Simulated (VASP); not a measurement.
# Al3GaN4 (Pm) in VASP: a series of runs

Runs on Al3GaN4. Level: r2SCAN. Tasks: single point.

Program: VASP 6.6.1. These are calculated values, not measurements. Logs are shortened: lines on timing, memory, paths and dates and some standing lists are left out, and cuts for length are marked.

**1. The cell of the first run**

It takes space group Pm (No. 6, monoclinic). Conventional cell: a = 5.038 Å, b = 3.125 Å, c = 10.867 Å, α = 90.00°, β = 95.29°, γ = 90.00°. Within 2.5 Å of Al (site symmetry m) lie 4 N at 1.88 to 1.90 Å. Al (site symmetry m) has 4 N at 1.88 to 1.90 Å within 2.5 Å. Al (site symmetry m) has 4 N at 1.86 to 1.90 Å and 2 Ga at 2.35 Å within 2.5 Å. Al (site symmetry m) has 4 N at 1.89 to 1.90 Å within 2.5 Å. Within 2.5 Å of Al (site symmetry m) lie 4 N at 1.89 to 1.90 Å. Within 2.5 Å of Al (site symmetry m) lie 4 N at 1.89 to 1.90 Å. Ga (site symmetry m) has 4 N at 1.94 to 2.45 Å and 2 Al at 2.35 Å within 2.6 Å. Ga (site symmetry m) has 4 N at 1.93 to 1.96 Å within 2.6 Å.

**2. Single point, r2SCAN (the part above a cut slid along it)**

Contents of POSCAR:

```
Al3GaN4
1.0
   -5.0380822009      0.0000000000     -0.0000609628
    0.0000000000     -3.1249488261      0.0000000000
   -4.0370472454      0.0000000000     10.8207371909
Al Ga N
6 2 8
Direct
   -0.0668436917      0.5000000000      0.7082775373
    0.3331563083      0.5000000000      0.2082775373
    0.9656508545      0.5000000000      0.0421009685
    0.5656508545      0.5000000000      0.5421009685
    0.3666178886      1.0000000000      0.7904722320
    0.7666178886      1.0000000000      0.2904722320
   -0.2656964732      1.0000000000      0.9577522322
    0.1343035268      1.0000000000      0.4577522322
    0.1230462163      1.0000000000      0.9578085062
    0.5230462163      1.0000000000      0.4578085062
    0.3107514938      0.5000000000      0.7082161458
    0.7107514938      0.5000000000      0.2082161458
    0.3385939981      0.5000000000      0.0449905032
   -0.0614060019      0.5000000000      0.5449905032
   -0.2534796865      1.0000000000      0.7875823748
    0.1465203135      1.0000000000      0.2875823748
```

Contents of INCAR.step1:

```
SYSTEM = Al3GaN4
ALGO = Normal ; EDIFF = 1E-4
ENCUT = 520 ; GGA = PE
ISMEAR = 0 ; LASPH = .True.
LCHARG = .False. ; LREAL = Auto
LWAVE = .True. ; NBANDS = 56
NELM = 80 ; PREC = Accurate
SIGMA = 0.05
```

Contents of INCAR.step2:

```
SYSTEM = Al3GaN4
ALGO = Normal ; EDIFF = 1E-6
ENCUT = 520 ; ISIF = 2
ISMEAR = 0 ; ISTART = 1
LASPH = .True. ; LCHARG = .False.
LMIXTAU = .True. ; LREAL = Auto
LWAVE = .False. ; METAGGA = R2SCAN
NBANDS = 56 ; NELM = 80
PREC = Accurate ; SIGMA = 0.05
```

Contents of KPOINTS:

```
k-points
0
Gamma
  5 7 2
  0 0 0
```

Potentials or basis: VASP PAW PBE potentials, release 64 (Al, Ga_d, N).

Launch:

```bash
$ cat potpaw_PBE.64/Al/POTCAR potpaw_PBE.64/Ga_d/POTCAR potpaw_PBE.64/N/POTCAR > POTCAR
$ cp INCAR.step1 INCAR
$ mpirun -np 1 vasp_std > vasp.out
$ cp INCAR.step2 INCAR
$ mpirun -np 1 vasp_std > vasp.out
```

OUTCAR:

```text
SYSTEM = Al3GaN4
   EDIFF = 1E-6
   ENCUT = 520
   ISIF = 2
   ISMEAR = 0
   ISTART = 1
   LASPH = .True.
   LREAL = Auto
   METAGGA = R2SCAN
   NELM = 80
   PREC = Accurate

 ion  position               nearest neighbor table
   1  0.933  0.500  0.708-  14 1.88  15 1.89  15 1.89  11 1.90   5 3.09   5 3.09   4 3.09   5 3.10
                             5 3.10   4 3.10   7 3.12   7 3.12   8 3.13   8 3.13
   2  0.333  0.500  0.208-  13 1.88  16 1.89  16 1.89  12 1.90   6 3.09   6 3.09   3 3.09   6 3.10
                             6 3.10   3 3.10   8 3.12   8 3.12
   3  0.966  0.500  0.042-   9 1.86   9 1.86  13 1.89  12 1.90   7 2.35   7 2.35   2 3.09   2 3.10
                             6 3.11   6 3.11   5 3.30   5 3.30
   4  0.566  0.500  0.542-  14 1.89  10 1.89  10 1.89  11 1.90   1 3.09   8 3.10   8 3.10   1 3.10
                             8 3.11   8 3.11   5 3.11   5 3.11   6 3.14   6 3.14
   5  0.367  0.000  0.790-   9 1.89  11 1.90  11 1.90  15 1.90   1 3.09   1 3.09   7 3.09   1 3.10
                             1 3.10   4 3.11   4 3.11   7 3.11   3 3.30   3 3.30
   6  0.767  0.000  0.290-  10 1.89  12 1.90  12 1.90  16 1.90   2 3.09   2 3.09   8 3.09   2 3.10
                             2 3.10   3 3.11   3 3.11   8 3.11   4 3.14   4 3.14
   7  0.734  0.000  0.958-  15 1.94   9 1.96   3 2.35   3 2.35   5 3.09   5 3.11   1 3.12   1 3.12

   8  0.134  0.000  0.458-  14 1.93  14 1.93  16 1.94  10 1.96   6 3.09   4 3.10   4 3.10   4 3.11
                             4 3.11   6 3.11   2 3.12   2 3.12   1 3.13   1 3.13
   9  0.123  0.000  0.958-   3 1.86   3 1.86   5 1.89   7 1.96
  10  0.523  0.000  0.458-   4 1.89   4 1.89   6 1.89   8 1.96
  11  0.311  0.500  0.708-   4 1.90   5 1.90   5 1.90   1 1.90
  12  0.711  0.500  0.208-   3 1.90   6 1.90   6 1.90   2 1.90
  13  0.339  0.500  0.045-   2 1.88   3 1.89
  14  0.939  0.500  0.545-   1 1.88   4 1.89   8 1.93   8 1.93
  15  0.747  0.000  0.788-   1 1.89   1 1.89   5 1.90   7 1.94
  16  0.147  0.000  0.288-   2 1.89   2 1.89   6 1.90   8 1.94

  LATTYP: Found a simple monoclinic cell.
 ALAT       =     5.0380822013
 B/A-ratio  =     0.6202655497
 C/A-ratio  =     2.1569720543
 COS(beta)  =    -0.0921289831

  Lattice vectors:

 A1 = (  -5.0380822009,   0.0000000000,  -0.0000609628)
 A2 = (   0.0000000000,  -3.1249488261,   0.0000000000)
 A3 = (   1.0010349555,   0.0000000000,  10.8207981537)

Analysis of symmetry for initial positions (statically):
=====================================================================
 Subroutine PRICEL returns:
 Original cell was already a primitive cell.

 Routine SETGRP: Setting up the symmetry group for a
 simple monoclinic supercell.

 Subroutine GETGRP returns: Found  2 space group operations
 (whereof  2 operations were pure point group operations)
 out of a pool of  4 trial point group operations.

The static configuration has the point symmetry C_1h.

Analysis of symmetry for dynamics (positions and initial velocities):
=====================================================================
 Subroutine PRICEL returns:
 Original cell was already a primitive cell.

 Routine SETGRP: Setting up the symmetry group for a
 simple monoclinic supercell.

 Subroutine GETGRP returns: Found  2 space group operations
 (whereof  2 operations were pure point group operations)
 out of a pool of  4 trial point group operations.

The dynamic configuration has the point symmetry C_1h.

 Subroutine INISYM returns: Found  2 space group operations
 (whereof  2 operations are pure point group operations),
 and found     1 'primitive' translations

----------------------------------------------------------------------------------------

                                     Primitive cell

  volume of cell :     170.3597

  direct lattice vectors                    reciprocal lattice vectors
    -5.038082201  0.000000000 -0.000060963    -0.198487330  0.000000000 -0.074052508
     0.000000000 -3.124948826  0.000000000     0.000000000 -0.320005240  0.000000000
    -4.037047245  0.000000000 10.820737191    -0.000001118  0.000000000  0.092414728

  length of vectors
     5.038082201  3.124948826 11.549290187     0.211851349  0.320005240  0.092414728

  position of ions in fractional coordinates (direct lattice)
     0.933156308  0.500000000  0.708277537
     0.333156308  0.500000000  0.208277537
     0.965650854  0.500000000  0.042100969
     0.565650854  0.500000000  0.542100969
     0.366617889  0.000000000  0.790472232
     0.766617889  0.000000000  0.290472232
[... 8 lines left out ...]
     0.746520313  0.000000000  0.787582375
     0.146520313  0.000000000  0.287582375

  ion indices of the primitive-cell ions
   primitive index   ion index
                 1           1
                 2           2
                 3           3
                 4           4
                 5           5
                 6           6
[... 8 lines left out ...]
                15          15
                16          16

----------------------------------------------------------------------------------------

 KPOINTS: k-points

Automatic generation of k-mesh.
 Grid dimensions read from file:
 generate k-points for:    5    7    2

 Generating k-lattice:

  Cartesian coordinates                     Fractional coordinates (reciprocal lattice)
    -0.039697466  0.000000000 -0.014810502     0.200000000  0.000000000 -0.000000000
     0.000000000 -0.045715034  0.000000000     0.000000000  0.142857143  0.000000000
    -0.000000559  0.000000000  0.046207364    -0.000000000  0.000000000  0.500000000

  Length of vectors
     0.042370270  0.045715034  0.046207364

  Shift w.r.t. Gamma in fractional coordinates (k-lattice)
     0.000000000  0.000000000  0.000000000

 Subroutine IBZKPT returns following result:
 ===========================================

 Found     24 irreducible k-points:

 Following reciprocal coordinates:
            Coordinates               Weight
  0.000000  0.000000  0.000000      1.000000
  0.200000  0.000000 -0.000000      2.000000
  0.400000  0.000000 -0.000000      2.000000
  0.000000  0.142857  0.000000      2.000000
  0.200000  0.142857 -0.000000      4.000000
  0.400000  0.142857 -0.000000      4.000000
[... 16 lines left out ...]
  0.200000  0.428571  0.500000      4.000000
  0.400000  0.428571  0.500000      4.000000
   k-points           NKPTS =     24   k-points in BZ     NKDIM =     24   number of bands    NBANDS=     56
   number of dos      NEDOS =    301   number of ions     NIONS =     16
   total plane-waves  NPLWV =  86400
   dimension x,y,z NGX =    40 NGY =   24 NGZ =   90
   dimension x,y,z NGXF=    80 NGYF=   48 NGZF=  180
   ions per type =               6   2   8
   NGX,Y,Z   is equivalent  to a cutoff of  13.20, 12.77, 12.96 a.u.
   NGXF,Y,Z  is equivalent  to a cutoff of  26.40, 25.54, 25.91 a.u.
 SYSTEM =  Al3GaN4
   PREC   = accura    normal or accurate (medium, high low for compatibility)
   ISTART =      1    job   : 0-new  1-cont  2-samecut
   ICHARG =      0    charge: 1-file 2-atom 10-const
   ISPIN  =      1    spin polarized calculation?
   LNONCOLLINEAR =      F non collinear calculations
   LSORBIT =      F    spin-orbit coupling
   LASPH  =      T    aspherical Exc in radial PAW
   ENCUT  =  520.0 eV  38.22 Ry    6.18 a.u.   9.37  5.81 21.47*2*pi/ulx,y,z
   NELM   =     80;   NELMIN=  2; NELMDL=  0     # of ELM steps
   EDIFF  = 0.1E-05   stopping-criterion for ELM
   LREAL  =      T    real-space projection
   EDIFFG = 0.1E-04   stopping-criterion for IOM
   NSW    =      0    number of steps for IOM
[... 5 lines left out ...]
   TEBEG  =    0.0;   TEEND  =   0.0 temperature during run
   PSTRESS=    0.0 pullay stress
   NELECT =      84.0000    total number of electrons
   NUPDOWN=      -1.0000    fix difference up-down
   EMIN   =  10.00;   EMAX   =-10.00  energy-range for DOS
   EFERMI =   0.00;   METHOD = LEGACY
   ISMEAR =     0;   SIGMA  =   0.05  broadening in eV -4-tet -1-fermi 0-gaus
   EFERMI_NEDOS =   21; number of points for ismear=-14 and -15
   IALGO  =     38    algorithm
   IMIX   =      4    mixing-type and parameters
     AMIX     =   0.40;   BMIX     =  1.00
     AMIX_MAG =   1.60;   BMIX_MAG =  1.00
  volume/ion in A,a.u.               =      10.65        71.85
  Fermi-wavevector in a.u.,A,eV,Ry     =   1.293339  2.444056 22.758805  1.672725
  Thomas-Fermi vector in A             =   2.424990
   LORBIT       =      0    0 simple, 1 ext, 2 COOP (PROOUT), +10 PAW based schemes
   METAGGA = R2SCAN    functional components
   LHFCALC =     F    Hartree Fock is set to
   AEXX    =    0.0000 exact exchange contribution
   IVDW    =     0    specifies the selected vdW correction
   LEPSILON=     F    determine dielectric tensor
   LRPA    =     F    only Hartree local field effects (RPA)
 non-spin polarized calculation
 Gauss-broadening in eV      SIGMA  =   0.05
  energy-cutoff  :      520.00
  volume of cell :      170.36
 maximum number of plane-waves:      4616
 NGX is ok and might be reduce to    40
   NGX = 19   NGY = 11   NGZ = 43

 number of electron      83.9999975 magnetization

 Free energy of the ion-electron system (eV)
  ---------------------------------------------------
  ext. energy  EPLUGINS =         0.00000000
  ---------------------------------------------------
  free energy    TOTEN  =      -152.59162890 eV

  energy without entropy =     -152.59162343  energy(sigma->0) =     -152.59162617

 E-fermi :   7.9095     XC(G=0): -11.8012

 val. band max:        7.7900146635   @ k =   0.0000   0.0000   0.5000
 cond. band min:       8.0420445119   @ k =   0.4000   0.4286   0.5000
 fundamental gap:      0.2520298483
 Fermi energy:         7.9095075098

 k-point     1 :       0.0000    0.0000    0.0000
  band No.  band energies     occupation
      1     -10.8201      2.00000
      2     -10.2139      2.00000
      3      -9.8258      2.00000
      4      -9.3174      2.00000
      5      -8.9445      2.00000
      6      -8.6417      2.00000
[... 46 lines left out ...]
     53      14.2577      0.00000
     54      14.5957      0.00000
[... 1309 lines left out ...]
     53      14.5617      0.00000
     54      15.2461      0.00000
 [bands above 54 left out]

------------------------ aborting loop because EDIFF is reached ----------------------------------------

  FORCE on cell =-STRESS in cart. coord.  units (eV):
  Direction    XX          YY          ZZ          XY          YZ          ZX
  --------------------------------------------------------------------------------------
  -------------------------------------------------------------------------------------
  Total        1.8587862      8.8875613      1.0474989      0.0000000      0.0000000     -9.8492795
  in kB       17.4812727     83.5845915      9.8513826      0.0000000      0.0000000    -92.6292349
  external PRESSURE =      36.9724156 kB  Pullay stress =       0.0000000 kB

 VOLUME and BASIS-vectors are now :
 -----------------------------------------------------------------------------
  energy-cutoff  :      520.00
  volume of cell :      170.36
      direct lattice vectors                 reciprocal lattice vectors
    -5.038082201  0.000000000 -0.000060963    -0.198487330  0.000000000 -0.074052508
     0.000000000 -3.124948826  0.000000000     0.000000000 -0.320005240  0.000000000
    -4.037047245  0.000000000 10.820737191    -0.000001118  0.000000000  0.092414728

 POSITION                                       TOTAL-FORCE (eV/Angst)
 -----------------------------------------------------------------------------------
     -7.56067     -1.56247      7.66403         0.076952      0.000000     -0.030125
     -2.51930     -1.56247      2.25370         0.312040      0.000000     -0.852405
     -5.03499     -1.56247      0.45550        -4.780983      0.000000      1.889392
     -5.03828     -1.56247      5.86590        -0.077778      0.000000     -0.058771
     -5.03822      0.00000      8.55347        -0.357424      0.000000     -0.233242
     -5.03493      0.00000      3.14308        -0.377181      0.000000      0.071128
[... 8 lines left out ...]
     -6.94054      0.00000      8.52218         0.240658      0.000000     -0.142958
     -1.89917      0.00000      3.11184         0.030547      0.000000      0.437339
 -----------------------------------------------------------------------------------
    total drift:                               -0.005419      0.000000      0.017326

  FREE ENERGIE OF THE ION-ELECTRON SYSTEM (eV)
  ---------------------------------------------------
  free  energy   TOTEN  =      -152.5916289030 eV

  energy  without entropy=     -152.5916234350  energy(sigma->0) =     -152.59162617
```

Wall time 13 min (1 thread of Intel Xeon Platinum 8559C (Emerald Rapids), shared host); peak memory 0.38 GiB.

What came out:

```yaml
Free_energy: -152.5916 eV
Pressure: 3.7 GPa
Largest_force: 6.697 eV/Å
Band_gap_on_the_k_mesh: 0.25 eV (least direct gap 0.32 eV)
```

Forces in eV/Å, atoms in the order of the input:
```
Al   0.077  0.000 -0.030
Al   0.312  0.000 -0.852
Al  -4.781  0.000  1.889
Al  -0.078  0.000 -0.059
Al  -0.357  0.000 -0.233
Al  -0.377  0.000  0.071
Ga   6.554  0.000 -1.374
Ga   0.114  0.000 -0.122
N    3.947  0.000 -0.015
N   -0.045  0.000 -0.020
N   -0.008  0.000  0.141
N   -0.241  0.000 -0.188
N   -5.430  0.000  0.285
N    0.042  0.000  0.212
N    0.241  0.000 -0.143
N    0.031  0.000  0.437
```

Caveat: the cell differs from its parent crystal (the part above a cut slid along it); the stress differs along the axes, from 1 to 8 GPa; semilocal functionals underestimate gaps, and a narrow one can read as zero; the PAW data sets were made with another functional, which shifts forces and pressure a little. A k mesh can miss the band edges.

**3. Single point, r2SCAN (the part above a cut slid along it)**

Contents of POSCAR:

```
Al3GaN4
1.0
   -5.0380822009      0.0000000000     -0.0000609628
    0.0000000000     -3.1249488261      0.0000000000
   -0.5103897048      0.0000000000     10.8207798648
Al Ga N
6 2 8
Direct
    0.4289505844      0.5000000000      0.7082775373
    0.4789505844      0.5000000000      0.2082775373
    0.9951215324      0.5000000000      0.0421009685
    0.9451215324      0.5000000000      0.5421009685
    0.9199484510      1.0000000000      0.7904722320
    0.9699484510      1.0000000000      0.2904722320
    0.4047300894      1.0000000000      0.9577522322
    0.4547300894      1.0000000000      0.4577522322
    0.7935121707      1.0000000000      0.9578085062
    0.8435121707      1.0000000000      0.4578085062
    0.8065027958      0.5000000000      0.7082161458
    0.8565027958      0.5000000000      0.2082161458
    0.3700873504      0.5000000000      0.0449905032
    0.3200873504      0.5000000000      0.5449905032
    0.2978279758      1.0000000000      0.7875823748
    0.3478279758      1.0000000000      0.2875823748
```

Contents of INCAR.step1:

```
SYSTEM = Al3GaN4
PREC = Accurate
ENCUT = 520
ISMEAR = 0
SIGMA = 0.05
LREAL = Auto
LASPH = .TRUE.
NELM = 60
NBANDS = 56
GGA = PE
ALGO = Normal
EDIFF = 1E-4
LWAVE = .TRUE.
LCHARG = .FALSE.
```

Contents of INCAR.step2:

```
SYSTEM = Al3GaN4
PREC = Accurate
ENCUT = 520
EDIFF = 1E-7
ISMEAR = 0
SIGMA = 0.05
LREAL = Auto
LASPH = .TRUE.
NELM = 60
ALGO = Normal
ISIF = 2
LWAVE = .FALSE.
LCHARG = .FALSE.
METAGGA = R2SCAN
LMIXTAU = .TRUE.
NBANDS = 56
ISTART = 1
```

Contents of KPOINTS:

```
Automatic mesh
0
G
  5 7 2
  0 0 0
```

Potentials or basis: VASP PAW PBE potentials, release 64 (Al, Ga_d, N).

Launch:

```bash
$ cat potpaw_PBE.64/Al/POTCAR potpaw_PBE.64/Ga_d/POTCAR potpaw_PBE.64/N/POTCAR > POTCAR
$ cp INCAR.step1 INCAR
$ mpirun -np 1 vasp_std > vasp.out
$ cp INCAR.step2 INCAR
$ mpirun -np 1 vasp_std > vasp.out
```

It took 13 min on 1 thread of Intel Xeon Platinum 8559C (Emerald Rapids), shared host; peak memory 0.37 GiB.

Results (log left out):

| Quantity | Value |
| --- | --- |
| Free energy | -157.1533 eV |
| Pressure | 1.1 GPa |
| Largest force | 4.401 eV/Å |
| Band gap on the k mesh | 2.93 eV |

Forces in eV/Å, atoms in the order of the input:
```
Al  -0.238  0.000 -0.004
Al  -0.335  0.000  0.086
Al   4.378  0.000 -0.447
Al   0.088  0.000  0.123
Al   0.342  0.000  0.541
Al   0.113  0.000  0.051
Ga  -3.059  0.000 -1.931
Ga  -0.090  0.000  0.074
N   -4.348  0.000  0.430
N   -0.073  0.000 -0.079
N    0.024  0.000 -0.361
N   -0.096  0.000  0.187
N    3.263  0.000  1.481
N    0.072  0.000  0.040
N   -0.059  0.000  0.114
N    0.017  0.000 -0.306
```

Stress tensor (GPa, compression positive):
```
-1.08  0.00  5.47
 0.00  3.87  0.00
 5.47  0.00  0.55
```

Levels at points of the mesh, in eV from the valence-band top:
| k point | band 39 | band 40 | band 41 | band 42 | band 43 | band 44 | band 45 | band 46 |
| --- | --- | --- | --- | --- | --- | --- | --- | --- |
| (0.00, 0.00, 0.00) | -0.95 | -0.92 | -0.53 | 0.00 | 2.93 | 4.79 | 5.31 | 5.59 |
| (0.00, 0.00, 0.50) | -0.96 | -0.95 | -0.69 | 0.00 | 3.51 | 4.16 | 5.52 | 5.68 |

Caveat: the cell differs from its parent crystal (the part above a cut slid along it); the PAW data sets were made with another functional, which shifts forces and pressure a little. A k mesh can miss the band edges.

[end of part 1 of 2]
